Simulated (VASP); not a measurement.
Runs of VASP 6.6.1 on LiH4BrO2. The cells are those of the table. 

| cell | gap on the mesh (eV) | largest force (eV/Å) |
| --- | --- | --- |
| a = 5.301, b = 6.494, c = 6.421 Å, angles 63.4, 81.1, 63.7°, 16 atoms | 4.45 | 0.95 |
| a = 5.370, b = 6.481, c = 6.490 Å, angles 63.7, 82.0, 65.6°, 16 atoms | 4.36 | 0.53 |
| a = 5.406, b = 6.419, c = 6.408 Å, angles 63.7, 81.9, 65.1°, 16 atoms | 4.42 | 0.27 |
| a = 5.265, b = 6.354, c = 6.363 Å, angles 63.7, 82.0, 65.6°, 16 atoms | (a) | 0.40 |

Alike in all rows: task electric field gradients; level PBE; potentials or basis VASP PAW PBE potentials, release 64 (Li_sv, H, Br, O); no spin polarisation; k mesh 5 × 4 × 4; cutoff (eV) 520; smearing fermi-dirac 0.02 eV.

**Question.** Fill in the values left out.

**Answer.** (a) 4.58.

A k mesh can miss the band edges, and the runs leave out spin-orbit coupling on Br.
